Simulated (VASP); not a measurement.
RbNa2:

```
CELL_PARAMETERS angstrom
3.32692 0.00000 0.00000
0.00000 3.32692 0.00000
0.00000 0.00000 6.89683
ATOMIC_POSITIONS crystal
Rb 0.00000 0.00000 0.00000
Na 0.50000 0.50000 0.28432
Na 0.50000 0.50000 0.71568
```

| Item | Value |
| --- | --- |
| Program | VASP 6.6.1 |
| Task | relaxation of cell and atoms |
| Functional | PBE |
| Potentials or basis | VASP PAW PBE potentials, release 64 (Rb_sv, Na_pv) |
| Cutoff | 600 eV |
| k mesh | 6 × 6 × 4 |
| Occupations | gaussian, width 0.1 eV |
| Spin | no spin polarisation |

At the start: pressure 15.3 GPa; volume 25.45 Å³/atom.

**Question.** Where does the relaxation end?

**Answer.** Over 17 steps the energy falls by 977.6 meV/atom and the volume is 56.14 Å³/atom (+120.6 %); space group P4/mmm (No. 123, to 0.05 Å).

Step by step:
| step | energy change (eV) | largest force (eV/Å) | pressure (GPa) | volume (Å³) |
| --- | --- | --- | --- | --- |
| 1 | 0.0000 | 1.5647 | 15.30 | 76.34 |
| 2 | -1.9338 | 0.7164 | 5.50 | 106.46 |
| 3 | -2.7203 | 0.2886 | 1.41 | 143.03 |
| 4 | -2.7117 | 0.0422 | -0.80 | 239.49 |
| 5 | -2.8725 | 0.0315 | -0.19 | 190.12 |
| 6 | -2.8776 | 0.0552 | -0.04 | 181.77 |
| 7 | -2.8773 | 0.0659 | 0.02 | 179.04 |
| 8 | -2.8833 | 0.0715 | 0.01 | 178.97 |
| 9 | -2.8995 | 0.0888 | -0.02 | 178.64 |
| 10 | -2.9198 | 0.0963 | -0.07 | 177.40 |
| 11 | -2.9068 | 0.0466 | -0.25 | 172.82 |
| 12 | -2.9234 | 0.0895 | -0.10 | 176.69 |
| 13 | -2.9240 | 0.0821 | -0.11 | 176.22 |
| 14 | -2.9290 | 0.0653 | -0.02 | 171.02 |
| 15 | -2.9300 | 0.0554 | 0.05 | 167.90 |
| 16 | -2.9300 | 0.0542 | 0.06 | 167.20 |
| 17 | -2.9329 | 0.0371 | 0.02 | 168.43 |

Final structure:
```
Rb Na
1.0
     4.07347    0.00000    0.00000
     0.00000    4.07347    0.00000
     0.00000    0.00000   10.15065
Rb Na
1 2
Direct
  0.00000 0.00000 0.00000
  0.50000 0.50000 0.32636
  0.50000 0.50000 0.67364
```

Caveat: the volume moved by over 15 % at a fixed basis, so the end points are rough.
